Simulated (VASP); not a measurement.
Runs of VASP 6.6.1 on Cu. The structure is that of space group Fm-3m (No. 225), or close to it. The cells are those of the table. 

```csv
task,spin,cell,k mesh,cutoff (eV),gap on the mesh (eV),pressure (GPa)
single point,off,"a = 2.459 Å, angles 60.0°, 1 atom",24 × 24 × 24,520,none,25.5
relaxation of cell and atoms,off,"relaxed from a = 2.556 Å, angles 60.0°, 1 atom",15 × 15 × 15,600,none,0.0
single point,off,"a = 2.600 Å, angles 60.0°, 1 atom",24 × 24 × 24,520,none,(a)
single point,off,"a = 2.665 Å, angles 60.0°, 1 atom",24 × 24 × 24,520,none,-11.3
single point,off,"a = 2.566 Å, angles 60.0°, 1 atom",24 × 24 × 24,520,none,(b)
single point,off,"a = 2.633 Å, angles 60.0°, 1 atom",24 × 24 × 24,520,none,-8.3
single point,off,"a = 2.496 Å, angles 60.0°, 1 atom",24 × 24 × 24,520,none,15.2
single point,"non-collinear, zero start, SOC","a = 2.566 Å, angles 60.0°, 1 atom",15 × 15 × 15,520,-,0.7
```

Alike in all rows: level PBE; potentials or basis VASP PAW PBE potentials, release 64 (Cu); smearing fermi-dirac 0.1 eV.

Q: Fill in the values left out.

A: (a) -4.4; (b) 0.6.

Caveats: the cell stands under tension (at least some runs); the cell stands under pressure (at least some runs).

A gap of «none» marks levels without a gap at the run's occupations.
